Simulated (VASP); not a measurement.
# SrO (hse) (Fm-3m) in VASP: single point with HSE06

Aim: the single point of SrO (hse) with HSE06.

Program: VASP 6.6.1. These are calculated values, not measurements. Logs are shortened: lines on timing, memory, paths and dates and some standing lists are left out, and cuts for length are marked.

## Step 1: The cell of the first run

The structure is cubic, space group Fm-3m (No. 225). The conventional cell has a = 5.123 Å, b = 5.123 Å, c = 5.123 Å, α = 90.00°, β = 90.00°, γ = 90.00°. Within 3.4 Å of Sr (site symmetry m-3m) lie 6 O at 2.56 Å. Within 3.4 Å of O (site symmetry m-3m) lie 6 Sr at 2.56 Å.

## Step 2: Single point, HSE06

Contents of POSCAR:

```
SrO
1.0
    0.0000000000      2.5613268558      2.5613268558
    2.5613268558      0.0000000000      2.5613268558
    2.5613268558      2.5613268558      0.0000000000
Sr O
1 1
Direct
    0.0000000000      0.0000000000      0.0000000000
    0.5000000000      0.5000000000      0.5000000000
```

Contents of INCAR.step1:

```
PREC = Accurate ; ENCUT = 520
EDIFF = 1E-5 ; ISMEAR = 0
SIGMA = 0.01 ; LREAL = False
LASPH = True ; NELM = 80
ALGO = Normal ; ISIF = 2
LWAVE = True ; NBANDS = 15
GGA = PE ; LUSENCCL = False
```

Contents of INCAR.step2:

```
PREC = Accurate ; ENCUT = 520
EDIFF = 1E-6 ; ISMEAR = 0
SIGMA = 0.01 ; LREAL = False
LASPH = True ; NELM = 80
ALGO = Normal ; ISIF = 2
LWAVE = False ; LCHARG = True
GGA = PE ; LHFCALC = True
HFSCREEN = 0.2079 ; PRECFOCK = Normal
LELF = True ; LVHAR = True
NBANDS = 15 ; ISTART = 1
LUSENCCL = False
```

Contents of KPOINTS:

```
regular mesh
0
Gamma
  6 6 6
```

Potentials or basis: VASP PAW PBE potentials, release 64 (Sr_sv, O).

Launch:

```console
$ cat potpaw_PBE.64/Sr_sv/POTCAR potpaw_PBE.64/O/POTCAR > POTCAR
$ cp INCAR.step1 INCAR
$ mpirun -np 1 vasp_std > vasp.out
$ cp INCAR.step2 INCAR
$ mpirun -np 1 vasp_std > vasp.out
```

OUTCAR:

```text
PREC = Accurate
   ENCUT = 520
   EDIFF = 1E-6
   ISMEAR = 0
   LREAL = False
   LASPH = True
   NELM = 80
   ISIF = 2
   GGA = PE
   LHFCALC = True
   HFSCREEN = 0.2079
   PRECFOCK = Normal
   ISTART = 1

 ion  position               nearest neighbor table
   1  0.000  0.000  0.000-   2 2.56   2 2.56   2 2.56   2 2.56   2 2.56   2 2.56
   2  0.500  0.500  0.500-   1 2.56   1 2.56   1 2.56   1 2.56   1 2.56   1 2.56

  LATTYP: Found a face centered cubic cell.
 ALAT       =     5.1226537116

  Lattice vectors:

 A1 = (   0.0000000000,   2.5613268558,   2.5613268558)
 A2 = (   2.5613268558,   0.0000000000,   2.5613268558)
 A3 = (   2.5613268558,   2.5613268558,   0.0000000000)

Analysis of symmetry for initial positions (statically):
=====================================================================
 Subroutine PRICEL returns:
 Original cell was already a primitive cell.

 Routine SETGRP: Setting up the symmetry group for a
 face centered cubic supercell.

 Subroutine GETGRP returns: Found 48 space group operations
 (whereof 48 operations were pure point group operations)
 out of a pool of 48 trial point group operations.

The static configuration has the point symmetry O_h .

Analysis of symmetry for dynamics (positions and initial velocities):
=====================================================================
 Subroutine PRICEL returns:
 Original cell was already a primitive cell.

 Routine SETGRP: Setting up the symmetry group for a
 face centered cubic supercell.

 Subroutine GETGRP returns: Found 48 space group operations
 (whereof 48 operations were pure point group operations)
 out of a pool of 48 trial point group operations.

The dynamic configuration has the point symmetry O_h .

 Subroutine INISYM returns: Found 48 space group operations
 (whereof 48 operations are pure point group operations),
 and found     1 'primitive' translations

----------------------------------------------------------------------------------------

                                     Primitive cell

  volume of cell :      33.6066

  direct lattice vectors                    reciprocal lattice vectors
     0.000000000  2.561326856  2.561326856    -0.195211321  0.195211321  0.195211321
     2.561326856  0.000000000  2.561326856     0.195211321 -0.195211321  0.195211321
     2.561326856  2.561326856  0.000000000     0.195211321  0.195211321 -0.195211321

  length of vectors
     3.622263177  3.622263177  3.622263177     0.338115927  0.338115927  0.338115927

  position of ions in fractional coordinates (direct lattice)
[... 89 lines left out ...]
     AMIX     =   0.40;   BMIX     =  1.00
     AMIX_MAG =   1.60;   BMIX_MAG =  1.00
  volume/ion in A,a.u.               =      16.80       113.39
  Fermi-wavevector in a.u.,A,eV,Ry     =   1.278321  2.415676 22.233332  1.634104
  Thomas-Fermi vector in A             =   2.410870
   LORBIT       =      0    0 simple, 1 ext, 2 COOP (PROOUT), +10 PAW based schemes
   GGA     = PE    functional components
   LHFCALC =     T    Hartree Fock is set to
   PRECFOCK=normal    Normal, Fast or Accurate (Low or Medium for compatibility)
   ENCUT4O =  -1.0   cutoff for four orbital integrals eV
   NKREDX  =     1    reduce k-point grid by
   NKREDY  =     1    reduce k-point grid by
   NKREDZ  =     1    reduce k-point grid by
   AEXX    =    0.2500 exact exchange contribution
   HFSCREEN=    0.2079 screening length (either q_TF or 0.3 A-1)
   HFSCREENC=   0.2079 screening length for correlation (either q_TF or 0.3 A-1)
   ENCUTFOCK=  -1.0 apply spherical cutoff to Coloumb kernel
   IVDW    =     0    specifies the selected vdW correction
   LEPSILON=     F    determine dielectric tensor
   LRPA    =     F    only Hartree local field effects (RPA)
 non-spin polarized calculation
 Gauss-broadening in eV      SIGMA  =   0.01
  energy-cutoff  :      520.00
  volume of cell :       33.61
 maximum number of plane-waves:       934
  NGX = 24; NGY = 24; NGZ = 24

 number of electron      15.9999996 magnetization

 Free energy of the ion-electron system (eV)
  ---------------------------------------------------
  ext. energy  EPLUGINS =         0.00000000
  ---------------------------------------------------
  free energy    TOTEN  =       -14.17733569 eV

  energy without entropy =      -14.17733569  energy(sigma->0) =      -14.17733569

 E-fermi :   0.7369     XC(G=0):  -8.3071

 val. band max:        0.6464488316   @ k =   0.0000   0.0000   0.0000
 cond. band min:       5.3844759409   @ k =   0.5000   0.5000   0.0000
 fundamental gap:      4.7380271093
 Fermi energy:         0.7368974786

 k-point     1 :       0.0000    0.0000    0.0000
  band No.  band energies     occupation
      1     -33.6390      2.00000
      2     -15.9298      2.00000
      3     -13.9754      2.00000
      4     -13.9754      2.00000
      5     -13.9754      2.00000
      6       0.6464      2.00000
      7       0.6464      2.00000
      8       0.6464      2.00000
      9       6.2039      0.00000
     10       8.5481      0.00000
     11       8.5481      0.00000
     12       8.5481      0.00000
     13      10.8237      0.00000
     14      10.8237      0.00000
[... 257 lines left out ...]
      2     -16.3586      2.00000
      3     -14.8759      2.00000
      4     -14.5495      2.00000
      5     -13.7179      2.00000
      6      -0.3067      2.00000
      7       0.1643      2.00000
      8       0.3081      2.00000
      9       6.8432      0.00000
     10       9.9998      0.00000
     11      10.9980      0.00000
     12      13.7156      0.00000
     13      13.8312      0.00000
     14      15.6517      0.00000
     15      16.2185      0.00000

------------------------ aborting loop because EDIFF is reached ----------------------------------------

  FORCE on cell =-STRESS in cart. coord.  units (eV):
  Direction    XX          YY          ZZ          XY          YZ          ZX
  --------------------------------------------------------------------------------------
  -------------------------------------------------------------------------------------
  Total        0.4871121      0.4871121      0.4871121      0.0000000      0.0000000      0.0000000
  in kB       23.2227951     23.2227951     23.2227951      0.0000000      0.0000000      0.0000000
  external PRESSURE =      23.2227951 kB  Pullay stress =       0.0000000 kB

 VOLUME and BASIS-vectors are now :
 -----------------------------------------------------------------------------
  energy-cutoff  :      520.00
  volume of cell :       33.61
      direct lattice vectors                 reciprocal lattice vectors
     0.000000000  2.561326856  2.561326856    -0.195211321  0.195211321  0.195211321
     2.561326856  0.000000000  2.561326856     0.195211321 -0.195211321  0.195211321
     2.561326856  2.561326856  0.000000000     0.195211321  0.195211321 -0.195211321

 POSITION                                       TOTAL-FORCE (eV/Angst)
 -----------------------------------------------------------------------------------
      0.00000      0.00000      0.00000         0.000000     -0.000000     -0.000000
      2.56133      2.56133      2.56133         0.000000      0.000000      0.000000
 -----------------------------------------------------------------------------------
    total drift:                               -0.000000     -0.000000     -0.000000

  FREE ENERGIE OF THE ION-ELECTRON SYSTEM (eV)
  ---------------------------------------------------
  free  energy   TOTEN  =       -14.1773356904 eV

  energy  without entropy=      -14.1773356904  energy(sigma->0) =      -14.17733569
```

OUTCAR.step1:

```text
PREC = Accurate
   ENCUT = 520
   EDIFF = 1E-5
   ISMEAR = 0
   LREAL = False
[... 499 lines left out ...]
      0.00000      0.00000      0.00000         0.000000      0.000000      0.000000
      2.56133      2.56133      2.56133         0.000000     -0.000000      0.000000
 -----------------------------------------------------------------------------------
    total drift:                                0.000000      0.000000      0.000000

  FREE ENERGIE OF THE ION-ELECTRON SYSTEM (eV)
  ---------------------------------------------------
  free  energy   TOTEN  =       -12.0315595635 eV

  energy  without entropy=      -12.0315595635  energy(sigma->0) =      -12.03155956
```

OSZICAR.step1:

```text
N       E                     dE             d eps       ncg     rms          rms(c)
DAV:   1     0.686616414273E+02    0.68662E+02   -0.85129E+03   480   0.105E+03
DAV:   2    -0.109813747705E+02   -0.79643E+02   -0.73021E+02   649   0.226E+02
DAV:   3    -0.141689287262E+02   -0.31876E+01   -0.31708E+01   631   0.391E+01
DAV:   4    -0.142357597622E+02   -0.66831E-01   -0.66822E-01   591   0.558E+00
DAV:   5    -0.142373083096E+02   -0.15485E-02   -0.15485E-02   636   0.651E-01    0.168E+01
DAV:   6    -0.121752445130E+02    0.20621E+01   -0.66395E+00   487   0.195E+01    0.198E+01
DAV:   7    -0.120402785706E+02    0.13497E+00   -0.28936E-01   564   0.479E+00    0.115E+01
DAV:   8    -0.120294609735E+02    0.10818E-01   -0.11585E-01   641   0.338E+00    0.480E-01
DAV:   9    -0.120309408168E+02   -0.14798E-02   -0.55883E-03   612   0.473E-01    0.231E-01
DAV:  10    -0.120314052438E+02   -0.46443E-03   -0.44752E-04   501   0.197E-01    0.830E-02
DAV:  11    -0.120315417313E+02   -0.13649E-03   -0.13314E-04   529   0.853E-02    0.272E-02
DAV:  12    -0.120315594426E+02   -0.17711E-04   -0.27261E-05   500   0.384E-02    0.225E-02
DAV:  13    -0.120315595635E+02   -0.12090E-06   -0.13380E-06   359   0.105E-02
   1 F= -.12031560E+02 E0= -.12031560E+02  d E =-.162088E-16
```

Wall time 23 min (1 × NVIDIA H100 80GB with 1 thread of AMD EPYC 7R13 (Zen 3), shared host); peak memory 1.2 GiB.

Results:

* Free energy: -14.1773 eV
* Pressure: 2.3 GPa
* Band gap on the k mesh: 4.74 eV, indirect (least direct gap 4.83 eV)

Caveat: the PAW data sets were made with another functional, which shifts forces and pressure a little.
